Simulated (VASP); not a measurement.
Wanted: the native input for a VASP 6.6.1 run.

- Task: single point
- Functional: r2SCAN
- Potentials or basis: VASP PAW PBE potentials, release 64 (Lu, H)
- Cutoff: 660 eV
- k mesh: 6 × 6 × 6
- Occupations: methfessel-paxton, width 0.05 eV
- Spin: no spin polarisation
- Dipole correction: no
- Further INCAR settings: ALGO = Normal; EDIFF = 1e-06; NBANDS = 22

Crystal: LuH3.

```
CELL_PARAMETERS angstrom
-1.67408 1.67408 2.78220
1.67408 -1.67408 2.78220
1.67408 1.67408 -2.78220
ATOMIC_POSITIONS crystal
Lu 0.00000 0.00000 0.00000
H 0.75000 0.25000 0.50000
H 0.25000 0.75000 0.50000
H 0.50000 0.50000 0.00000
```

One way to write it, as run:

POSCAR

```
LuH3
1.0
   -1.6740800000      1.6740800000      2.7822000000
    1.6740800000     -1.6740800000      2.7822000000
    1.6740800000      1.6740800000     -2.7822000000
Lu H
1 3
Direct
    0.0000000000      0.0000000000      0.0000000000
    0.7500000000      0.2500000000      0.5000000000
    0.2500000000      0.7500000000      0.5000000000
    0.5000000000      0.5000000000      0.0000000000
```

INCAR.step1

```
PREC = Accurate ; ENCUT = 660
ISMEAR = 1 ; SIGMA = 0.05
LREAL = False ; LASPH = True
NELM = 120 ; NBANDS = 22
GGA = PE ; ALGO = Normal
EDIFF = 1E-5 ; LWAVE = True
LCHARG = False ; GGA_COMPAT = False
```

INCAR.step2

```
PREC = Accurate ; ENCUT = 660
EDIFF = 1E-6 ; ISMEAR = 1
SIGMA = 0.05 ; LREAL = False
LASPH = True ; NELM = 120
ALGO = Normal ; ISIF = 2
LWAVE = False ; LCHARG = False
METAGGA = R2SCAN ; LMIXTAU = True
NBANDS = 22 ; ISTART = 1
GGA_COMPAT = False
```

KPOINTS

```
Automatic mesh
0
Gamma
  6 6 6
```

Potentials or basis: VASP PAW PBE potentials, release 64 (Lu, H).

The run is started by

```console
$ cat potpaw_PBE.64/Lu/POTCAR potpaw_PBE.64/H/POTCAR > POTCAR
$ cp INCAR.step1 INCAR
$ mpirun -np 1 vasp_std > vasp.out
$ cp INCAR.step2 INCAR
$ mpirun -np 1 vasp_std > vasp.out
```

Results of the run:

| Quantity | Value |
| --- | --- |
| Pressure | 1.1 GPa |
| Band gap on the k mesh | 0.36 eV (least direct gap 0.59 eV) |

Caveat: the PAW data sets were made with another functional, which shifts forces and pressure a little; spin-orbit coupling is left out, which moves the levels of the heavy elements.

It took 3.9 min on 1 thread of AMD EPYC 7R43 64-Core Processor (Zen 3) (shared host), peak memory 0.18 GiB.
